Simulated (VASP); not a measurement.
# SiNi2 (P6_3/mmc) in VASP: a series of runs

Runs on SiNi2. Level: PBE. Tasks: single point.

Everything below comes from runs of VASP 6.6.1. Logs are shortened: lines on timing, memory, paths and dates and some standing lists are left out, and cuts for length are marked.

## Step 1: The cell of the first run

Symmetry: P6_3/mmc, No. 194, hexagonal system. The conventional cell has a = 3.677 Å, b = 3.677 Å, c = 5.171 Å, α = 90.00°, β = 90.00°, γ = 120.00°. Within 2.8 Å of Si (site symmetry -6m2) lie 11 Ni at 2.12 to 2.59 Å. Within 3.3 Å of Ni (site symmetry -3m) lie 6 Si at 2.49 Å and 8 Ni at 2.49 to 2.59 Å. Ni (site symmetry -6m2) has 5 Si at 2.12 to 2.59 Å and 6 Ni at 2.49 Å within 2.8 Å.

## Step 2: Single point, PBE (biaxial strain in the a-b plane: -6.0 %)

File INCAR:

```
PREC = Accurate
ENCUT = 520
EDIFF = 1E-7
ISMEAR = 0
SIGMA = 0.1
LREAL = F
LASPH = T
NELM = 80
ALGO = Fast
ISIF = 2
LWAVE = F
LCHARG = F
GGA = PE
NBANDS = 33
```

File KPOINTS:

```
Automatic mesh
0
Gamma
  12 12 8
```

File POSCAR:

```
SiNi2
1.0
    3.6772107240      0.0000000000      0.0000000000
   -1.8386053620      3.1845579021      0.0000000000
    0.0000000000      0.0000000000      5.1711445010
Si Ni
2 4
Direct
    0.3333333333      0.6666666667      0.7500000000
    0.6666666667      0.3333333333      0.2500000000
    0.0000000000      0.0000000000      0.0000000000
    0.0000000000      0.0000000000      0.5000000000
    0.3333333333      0.6666666667      0.2500000000
    0.6666666667      0.3333333333      0.7500000000
```

Potentials or basis: VASP PAW PBE potentials, release 64 (Si, Ni).

On the command line:

```bash
$ cat potpaw_PBE.64/Si/POTCAR potpaw_PBE.64/Ni/POTCAR > POTCAR
$ mpirun -np 1 vasp_std > vasp.out
```

OUTCAR:

```text
PREC = Accurate
   ENCUT = 520
   EDIFF = 1E-7
   ISMEAR = 0
   LREAL = F
   LASPH = T
   NELM = 80
   ISIF = 2
   GGA = PE

 ion  position               nearest neighbor table
   1  0.333  0.667  0.750-   6 2.12   6 2.12   6 2.12   3 2.49   4 2.49   4 2.49   3 2.49   4 2.49
                             3 2.49   5 2.59   5 2.59
   2  0.667  0.333  0.250-   5 2.12   5 2.12   5 2.12   3 2.49   4 2.49   3 2.49   4 2.49   3 2.49
                             4 2.49   6 2.59   6 2.59
   3  0.000  0.000  0.000-   1 2.49   2 2.49   5 2.49   6 2.49   2 2.49   6 2.49   1 2.49   5 2.49
                             2 2.49   6 2.49   1 2.49   5 2.49   4 2.59   4 2.59
   4  0.000  0.000  0.500-   1 2.49   2 2.49   5 2.49   6 2.49   2 2.49   6 2.49   1 2.49   5 2.49
                             2 2.49   6 2.49   1 2.49   5 2.49   3 2.59   3 2.59
   5  0.333  0.667  0.250-   2 2.12   2 2.12   2 2.12   4 2.49   3 2.49   4 2.49   3 2.49   4 2.49
                             3 2.49   1 2.59   1 2.59
   6  0.667  0.333  0.750-   1 2.12   1 2.12   1 2.12   4 2.49   3 2.49   3 2.49   4 2.49   3 2.49
                             4 2.49   2 2.59   2 2.59

  LATTYP: Found a hexagonal cell.
 ALAT       =     3.6772107240
 C/A-ratio  =     1.4062681987

  Lattice vectors:

 A1 = (   3.6772107240,   0.0000000000,   0.0000000000)
 A2 = (  -1.8386053620,   3.1845579021,   0.0000000000)
 A3 = (   0.0000000000,   0.0000000000,   5.1711445010)

Analysis of symmetry for initial positions (statically):
=====================================================================
 Subroutine PRICEL returns:
 Original cell was already a primitive cell.

 Routine SETGRP: Setting up the symmetry group for a
 hexagonal supercell.

 Subroutine GETGRP returns: Found 24 space group operations
 (whereof 12 operations were pure point group operations)
 out of a pool of 24 trial point group operations.

The static configuration has the point symmetry D_3d.
 The point group associated with its full space group is D_6h.

Analysis of symmetry for dynamics (positions and initial velocities):
=====================================================================
 Subroutine PRICEL returns:
 Original cell was already a primitive cell.

 Routine SETGRP: Setting up the symmetry group for a
 hexagonal supercell.

 Subroutine GETGRP returns: Found 24 space group operations
 (whereof 12 operations were pure point group operations)
 out of a pool of 24 trial point group operations.

The dynamic configuration has the point symmetry D_3d.
 The point group associated with its full space group is D_6h.

 Subroutine INISYM returns: Found 24 space group operations
 (whereof 12 operations are pure point group operations),
 and found     1 'primitive' translations

[... 110 lines left out ...]
   POTIM  = 0.5000    time-step for ionic-motion
   TEBEG  =    0.0;   TEEND  =   0.0 temperature during run
   PSTRESS=    0.0 pullay stress
   NELECT =      48.0000    total number of electrons
   NUPDOWN=      -1.0000    fix difference up-down
   EMIN   =  10.00;   EMAX   =-10.00  energy-range for DOS
   EFERMI =   0.00;   METHOD = LEGACY
   ISMEAR =     0;   SIGMA  =   0.10  broadening in eV -4-tet -1-fermi 0-gaus
   EFERMI_NEDOS =   21; number of points for ismear=-14 and -15
   IALGO  =     68    algorithm
   IMIX   =      4    mixing-type and parameters
     AMIX     =   0.40;   BMIX     =  1.00
     AMIX_MAG =   1.60;   BMIX_MAG =  1.00
  volume/ion in A,a.u.               =      10.09        68.11
  Fermi-wavevector in a.u.,A,eV,Ry     =   1.515085  2.863096 31.231955  2.295484
  Thomas-Fermi vector in A             =   2.624656
   LORBIT       =      0    0 simple, 1 ext, 2 COOP (PROOUT), +10 PAW based schemes
   GGA     = PE    functional components
   LHFCALC =     F    Hartree Fock is set to
   AEXX    =    0.0000 exact exchange contribution
   IVDW    =     0    specifies the selected vdW correction
   LEPSILON=     F    determine dielectric tensor
   LRPA    =     F    only Hartree local field effects (RPA)
 non-spin polarized calculation
 RMM-DIIS sequential band-by-band and
 Gauss-broadening in eV      SIGMA  =   0.10
  energy-cutoff  :      520.00
  volume of cell :       60.56
 maximum number of plane-waves:      1659
 NGX is ok and might be reduce to    28
   NGX = 13   NGY = 13   NGZ = 19

 number of electron      48.0000029 magnetization

 Free energy of the ion-electron system (eV)
  ---------------------------------------------------
  ext. energy  EPLUGINS =         0.00000000
  ---------------------------------------------------
  free energy    TOTEN  =       -34.96466300 eV

  energy without entropy =      -34.95023257  energy(sigma->0) =      -34.95744779

 E-fermi :  12.2939     XC(G=0): -13.3468

 val. band max:       12.2843464747   @ k =   0.2500   0.1667   0.2500
 cond. band min:      12.2992728705   @ k =   0.1667   0.1667   0.3750
 fundamental gap:      0.0149263958
 Fermi energy:        12.2939115252

 k-point     1 :       0.0000    0.0000    0.0000
  band No.  band energies     occupation
      1      -0.8672      2.00000
      2       3.1751      2.00000
      3       5.0816      2.00000
      4       6.7498      2.00000
      5       6.7498      2.00000
      6       7.8802      2.00000
[... 853 lines left out ...]
     32      19.5533      0.00000
     33      21.8767      0.00000

 [... further k-points ...]

------------------------ aborting loop because EDIFF is reached ----------------------------------------

  FORCE on cell =-STRESS in cart. coord.  units (eV):
  Direction    XX          YY          ZZ          XY          YZ          ZX
  --------------------------------------------------------------------------------------
  -------------------------------------------------------------------------------------
  Total       14.3760745     14.3760745      2.4719634     -0.0000000      0.0000000      0.0000000
  in kB      380.3615026    380.3615026     65.4030902     -0.0000000      0.0000000      0.0000000
  external PRESSURE =     275.3753651 kB  Pullay stress =       0.0000000 kB

 VOLUME and BASIS-vectors are now :
 -----------------------------------------------------------------------------
  energy-cutoff  :      520.00
  volume of cell :       60.56
      direct lattice vectors                 reciprocal lattice vectors
     3.677210724  0.000000000  0.000000000     0.271945253  0.157007665  0.000000000
    -1.838605362  3.184557902  0.000000000     0.000000000  0.314015330  0.000000000
     0.000000000  0.000000000  5.171144501     0.000000000  0.000000000  0.193380788

 POSITION                                       TOTAL-FORCE (eV/Angst)
 -----------------------------------------------------------------------------------
     -0.00000      2.12304      3.87836         0.000000     -0.000000      0.000000
      1.83861      1.06152      1.29279        -0.000000      0.000000      0.000000
      0.00000      0.00000      0.00000        -0.000000      0.000000      0.000000
      0.00000      0.00000      2.58557        -0.000000      0.000000      0.000000
     -0.00000      2.12304      1.29279        -0.000000      0.000000     -0.000000
      1.83861      1.06152      3.87836        -0.000000      0.000000      0.000000
 -----------------------------------------------------------------------------------
    total drift:                                0.000000     -0.000000      0.000000

  FREE ENERGIE OF THE ION-ELECTRON SYSTEM (eV)
  ---------------------------------------------------
  free  energy   TOTEN  =       -34.9646630002 eV

  energy  without entropy=      -34.9502325705  energy(sigma->0) =      -34.95744779
```

Wall time 2.3 min (1 thread of Intel Xeon 6975P-C (Granite Rapids), shared host); peak memory 0.27 GiB.

What came out:

```yaml
Free_energy: -34.9647 eV
Pressure: 27.5 GPa
Band_gap_on_the_k_mesh: zero (bands 24 and 25 overlap by 4.27 eV)
```

Caveat: the cell differs from its parent crystal (biaxial strain in the a-b plane: -6.0 %); the cell stands under pressure.

## Step 3: Single point, PBE (biaxial strain in the a-b plane: -6.0 %, then relaxed in part)

File INCAR:

```
SYSTEM = SiNi2
  PREC = Accurate
  ENCUT = 520
  EDIFF = 1E-6
  ISMEAR = 0
  SIGMA = 0.1
  LREAL = .False.
  LASPH = .True.
  NELM = 80
  ALGO = Fast
  ISIF = 2
  LWAVE = .False.
  LCHARG = .False.
  GGA = PE
  NBANDS = 33
```

File KPOINTS:

```
Automatic mesh
0
Gamma
  12 12 8
  0 0 0
```

POSCAR, as its differences from that of step 2:

```diff
@@ -4,3 +4,3 @@
    -1.8386053620      3.1845579021      0.0000000000
-    0.0000000000      0.0000000000      5.1711445010
+    0.0000000000      0.0000000000      5.2953712169
 Si Ni
```

Potentials or basis: VASP PAW PBE potentials, release 64 (Si, Ni).

On the command line:

```bash
$ cat potpaw_PBE.64/Si/POTCAR potpaw_PBE.64/Ni/POTCAR > POTCAR
$ mpirun -np 1 vasp_std > vasp.out
```

OUTCAR:

```text
SYSTEM = SiNi2
   PREC = Accurate
   ENCUT = 520
   EDIFF = 1E-6
   ISMEAR = 0
   LREAL = .False.
   LASPH = .True.
   NELM = 80
   ISIF = 2
   GGA = PE

 ion  position               nearest neighbor table
   1  0.333  0.667  0.750-   6 2.12   6 2.12   6 2.12   3 2.50   4 2.50   4 2.50   3 2.50   4 2.50
                             3 2.50   5 2.65   5 2.65
   2  0.667  0.333  0.250-   5 2.12   5 2.12   5 2.12   3 2.50   4 2.50   3 2.50   4 2.50   3 2.50
                             4 2.50   6 2.65   6 2.65
   3  0.000  0.000  0.000-   1 2.50   2 2.50   5 2.50   6 2.50   2 2.50   6 2.50   1 2.50   5 2.50
                             2 2.50   6 2.50   1 2.50   5 2.50   4 2.65   4 2.65
   4  0.000  0.000  0.500-   1 2.50   2 2.50   5 2.50   6 2.50   2 2.50   6 2.50   1 2.50   5 2.50
                             2 2.50   6 2.50   1 2.50   5 2.50   3 2.65   3 2.65
   5  0.333  0.667  0.250-   2 2.12   2 2.12   2 2.12   4 2.50   3 2.50   4 2.50   3 2.50   4 2.50
                             3 2.50   1 2.65   1 2.65
   6  0.667  0.333  0.750-   1 2.12   1 2.12   1 2.12   4 2.50   3 2.50   3 2.50   4 2.50   3 2.50
                             4 2.50   2 2.65   2 2.65

  LATTYP: Found a hexagonal cell.
 ALAT       =     3.6772107240
 C/A-ratio  =     1.4400510643

  Lattice vectors:

 A1 = (   3.6772107240,   0.0000000000,   0.0000000000)
 A2 = (  -1.8386053620,   3.1845579021,   0.0000000000)
 A3 = (   0.0000000000,   0.0000000000,   5.2953712169)

Analysis of symmetry for initial positions (statically):
=====================================================================
 Subroutine PRICEL returns:
 Original cell was already a primitive cell.

 Routine SETGRP: Setting up the symmetry group for a
 hexagonal supercell.

 Subroutine GETGRP returns: Found 24 space group operations
 (whereof 12 operations were pure point group operations)
 out of a pool of 24 trial point group operations.

The static configuration has the point symmetry D_3d.
 The point group associated with its full space group is D_6h.

Analysis of symmetry for dynamics (positions and initial velocities):
[... 143 lines left out ...]
  Thomas-Fermi vector in A             =   2.614292
   LORBIT       =      0    0 simple, 1 ext, 2 COOP (PROOUT), +10 PAW based schemes
   GGA     = PE    functional components
   LHFCALC =     F    Hartree Fock is set to
   AEXX    =    0.0000 exact exchange contribution
   IVDW    =     0    specifies the selected vdW correction
   LEPSILON=     F    determine dielectric tensor
   LRPA    =     F    only Hartree local field effects (RPA)
 non-spin polarized calculation
 RMM-DIIS sequential band-by-band and
 Gauss-broadening in eV      SIGMA  =   0.10
  energy-cutoff  :      520.00
  volume of cell :       62.01
 maximum number of plane-waves:      1692
 NGX is ok and might be reduce to    28
   NGX = 13   NGY = 13   NGZ = 19

 number of electron      47.9999980 magnetization

 Free energy of the ion-electron system (eV)
  ---------------------------------------------------
  ext. energy  EPLUGINS =         0.00000000
  ---------------------------------------------------
  free energy    TOTEN  =       -34.99149779 eV

  energy without entropy =      -34.97598710  energy(sigma->0) =      -34.98374245

 E-fermi :  11.8895     XC(G=0): -13.2118

 val. band max:       11.8821945092   @ k =   0.1667   0.1667   0.2500
 cond. band min:      11.8908636511   @ k =   0.2500   0.0000   0.2500
 fundamental gap:      0.0086691419
 Fermi energy:        11.8894692216

 k-point     1 :       0.0000    0.0000    0.0000
  band No.  band energies     occupation
      1      -1.0476      2.00000
      2       2.7466      2.00000
      3       4.7924      2.00000
      4       6.5003      2.00000
      5       6.5003      2.00000
      6       7.5638      2.00000
[... 853 lines left out ...]
     32      19.0536      0.00000
     33      20.9590      0.00000

 [... further k-points ...]

------------------------ aborting loop because EDIFF is reached ----------------------------------------

  FORCE on cell =-STRESS in cart. coord.  units (eV):
  Direction    XX          YY          ZZ          XY          YZ          ZX
  --------------------------------------------------------------------------------------
  -------------------------------------------------------------------------------------
  Total       12.9862607     12.9862607      0.0142890      0.0000000      0.0000000     -0.0000000
  in kB      335.5294306    335.5294306      0.3691877      0.0000000      0.0000000     -0.0000000
  external PRESSURE =     223.8093497 kB  Pullay stress =       0.0000000 kB

 VOLUME and BASIS-vectors are now :
 -----------------------------------------------------------------------------
  energy-cutoff  :      520.00
  volume of cell :       62.01
      direct lattice vectors                 reciprocal lattice vectors
     3.677210724  0.000000000  0.000000000     0.271945253  0.157007665  0.000000000
    -1.838605362  3.184557902  0.000000000     0.000000000  0.314015330  0.000000000
     0.000000000  0.000000000  5.295371217     0.000000000  0.000000000  0.188844173

 POSITION                                       TOTAL-FORCE (eV/Angst)
 -----------------------------------------------------------------------------------
     -0.00000      2.12304      3.97153        -0.000000      0.000000      0.000000
      1.83861      1.06152      1.32384         0.000000     -0.000000      0.000000
      0.00000      0.00000      0.00000         0.000000     -0.000000      0.000000
      0.00000      0.00000      2.64769         0.000000     -0.000000      0.000000
     -0.00000      2.12304      1.32384         0.000000     -0.000000      0.000000
      1.83861      1.06152      3.97153         0.000000     -0.000000      0.000000
 -----------------------------------------------------------------------------------
    total drift:                                0.000000      0.000000      0.000000

  FREE ENERGIE OF THE ION-ELECTRON SYSTEM (eV)
  ---------------------------------------------------
  free  energy   TOTEN  =       -34.9914977937 eV

  energy  without entropy=      -34.9759870986  energy(sigma->0) =      -34.98374245
```

OSZICAR:

```text
N       E                     dE             d eps       ncg     rms          rms(c)
DAV:   1     0.322496518788E+03    0.32250E+03   -0.20829E+04  6318   0.189E+03
DAV:   2    -0.164909375731E+02   -0.33899E+03   -0.32024E+03  6279   0.371E+02
DAV:   3    -0.397374314529E+02   -0.23246E+02   -0.22114E+02  6949   0.123E+02
DAV:   4    -0.403428791799E+02   -0.60545E+00   -0.60260E+00  7521   0.182E+01
[... 11 lines left out ...]
RMM:  16    -0.349915058598E+02   -0.43832E-05   -0.98786E-05  8987   0.467E-02    0.826E-02
RMM:  17    -0.349915044050E+02    0.14548E-05   -0.42306E-06  5356   0.130E-02    0.692E-02
RMM:  18    -0.349915002102E+02    0.41948E-05   -0.29456E-06  4789   0.160E-02    0.487E-02
RMM:  19    -0.349914979512E+02    0.22589E-05   -0.42964E-06  5566   0.186E-02    0.163E-02
RMM:  20    -0.349914977937E+02    0.15758E-06   -0.87070E-07  3849   0.594E-03
   1 F= -.34991498E+02 E0= -.34983742E+02  d E =-.155107E-01
```

Wall time 1.9 min (1 thread of Intel Xeon 6975P-C (Granite Rapids), shared host); peak memory 0.28 GiB.

What came out:

* Free energy: -34.9915 eV
* Pressure: 22.4 GPa
* Band gap on the k mesh: zero (bands 24 and 25 overlap by 4.15 eV)

Caveat: the cell differs from its parent crystal (biaxial strain in the a-b plane: -6.0 %, then relaxed in part); the cell stands under pressure.

[end of part 1 of 2]
